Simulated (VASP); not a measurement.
Here is a VASP 6.6.1 calculation.

INCAR

```
  PREC = Accurate
  ENCUT = 520
  EDIFF = 1E-6
  ISMEAR = -1
  SIGMA = 0.1
  LREAL = F
  LASPH = T
  NELM = 60
  ALGO = Normal
  ISIF = 2
  LWAVE = F
  LCHARG = F
  GGA = PE
  NBANDS = 50
```

Contents of KPOINTS:

```
Automatic mesh
0
Gamma
  7 7 7
```

POSCAR

```
CdSnRh2Se4
1.0
    0.0000000000      5.9172000000      0.0000000000
    5.9172000000      0.0000000000      0.0000000000
    2.9586000000      2.9586000000     -5.6891360000
Sn Rh Se Cd
1 2 4 1
Direct
    0.5000000000      0.5000000000      0.0000000000
    0.2500000000      0.7500000000      0.5000000000
    0.7500000000      0.2500000000      0.5000000000
    0.4042000000      0.4042000000      0.7326000000
    0.5958000000      0.1368000000      0.2674000000
    0.8632000000      0.8632000000      0.7326000000
    0.1368000000      0.5958000000      0.2674000000
    0.0000000000      0.0000000000      0.0000000000
```

Potentials or basis: VASP PAW PBE potentials, release 64 (Sn_d, Rh_pv, Se, Cd).

Command:

```console
$ cat potpaw_PBE.64/Sn_d/POTCAR potpaw_PBE.64/Rh_pv/POTCAR potpaw_PBE.64/Se/POTCAR potpaw_PBE.64/Cd/POTCAR > POTCAR
$ mpirun -np 1 vasp_std > vasp.out
```

(1) What does it give for the largest force?

(2) Estimate the pressure.

(3) Estimate the band gap on the k mesh.

## Answers

(1) 2.406 eV/Å.

(2) 4.1 GPa.

(3) zero (band 40 reaches 4.93 eV, above the bottom of band 41 at 4.34 eV).

Caveat: spin-orbit coupling is left out, which moves the levels of the heavy elements; forces of over 1 eV/Å act on the atoms, so gaps and moduli don't describe the material at rest.
